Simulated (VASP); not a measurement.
# AlN: relaxation of cell and atoms with B3LYP

The system is AlN.

```xyz
2
Lattice="0.0000 2.0345 2.0345 2.0345 0.0000 2.0345 2.0345 2.0345 0.0000" Properties=species:S:1:pos:R:3 pbc="T T T"
Al    2.0345    2.0345    2.0345
N     0.0000    0.0000    0.0000
```

- Program: VASP 6.6.1
- Task: relaxation of cell and atoms
- Functional: B3LYP
- Potentials or basis: VASP PAW PBE potentials, release 64 (Al, N)
- Cutoff: 600 eV
- k mesh: 6 × 6 × 6
- Occupations: fermi-dirac, width 0.05 eV
- Spin: no spin polarisation
- Dipole correction: no
- Grid for exact exchange (PRECFOCK): Normal
- Further INCAR settings: ALGO = Normal; EDIFF = 1e-06; IBRION = 2; EDIFFG = -0.01; NSW = 60; ISIF = 3

| Item | Value |
| --- | --- |
| Relaxed volume | 8.34 Å³/atom |
| Relaxed cell | a = 2.868 Å, b = 2.868 Å, c = 2.868 Å, α = 60.00°, β = 60.00°, γ = 60.00° |
| Space group after relaxing (to 0.05 Å) | Fm-3m (No. 225) |
| Energy gained by relaxing | 0.7 meV/atom |
| Ionic steps | 3 |
| Pressure after relaxing | 0.0 GPa |
| Band gap on the k mesh | 6.35 eV, indirect (least direct gap 7.64 eV) |

Step by step:
```
step  energy change (eV)  largest force (eV/Å)  pressure (GPa)  volume (Å³)
   1              0.0000                0.0000           -2.65        16.84
   2              0.0000                0.0000            2.76        16.51
   3             -0.0014                0.0000            0.00        16.68
```

Final structure:
```
CELL_PARAMETERS angstrom
0.00000 2.02774 2.02774
2.02774 0.00000 2.02774
2.02774 2.02774 0.00000
ATOMIC_POSITIONS crystal
Al 0.50000 0.50000 0.50000
N 0.00000 0.00000 0.00000
```

Levels at points of the mesh, in eV from the valence-band top:
```
           k point  band 1  band 2  band 3  band 4  band 5  band 6  band 7  band 8
(0.00, 0.00, 0.00)  -18.65    0.00    0.00    0.00    7.64   14.38   14.38   14.38
(0.50, 0.00, 0.00)  -15.30   -8.64   -1.09   -1.09    8.20   12.99   12.99   15.62
(0.50, 0.50, 0.00)  -14.29   -7.65   -2.92   -2.92    6.35    7.46   16.52   19.63
```

Wall time 13 min on 1 thread of Oxide Virtual Turin-like Processor, on a shared host, peak memory 0.11 GiB.

Caveat: the k points lie up to 0.45 Å⁻¹ apart in the final cell; the PAW data sets were made with another functional, which shifts forces and pressure a little. A k mesh can miss the band edges.
